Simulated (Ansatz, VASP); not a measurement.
## AlIn2N3: VASP beside Ansatz

```xyz
6
Lattice="5.0846 0.0000 0.0000 -2.5423 4.4034 0.0000 0.0000 0.0000 5.2385" Properties=species:S:1:pos:R:3 pbc="T T T"
Al    0.0000    0.0000    2.6193
In    2.5423    1.4678    2.6193
In    0.0000    2.9356    0.0000
N    -0.9294    3.4722    2.6193
N     0.0000    1.8624    2.6193
N     0.9294    3.4722    2.6193
```

Alike in both runs: functional PBE; k mesh 12 × 12 × 8; occupations gaussian, width 0.1 eV; no spin polarisation.

Ansatz relaxed the structure, and its values are those at the end. VASP's run is a single point on that final structure, the one shown.

|  | VASP | Ansatz |
| --- | --- | --- |
| version | VASP 6.6.1 | Ansatz 0.2.0 |
| potentials or method | VASP PAW PBE potentials, release 64 (Al, In_d, N), cutoff 520 eV | scalar-relativistic, plane waves, PAW |
| valence electrons in the cell | 44 | 44 |

```csv
,VASP,Ansatz,Ansatz less VASP
gap on the k mesh at the Fermi level (eV),none,none,-
pressure (GPa),0.0,0.0,+0.04
rms of the force components (eV/Å),0.009,0.000,-0.0088
```

A gap of «none» marks a metal or a gap that the smearing closes.
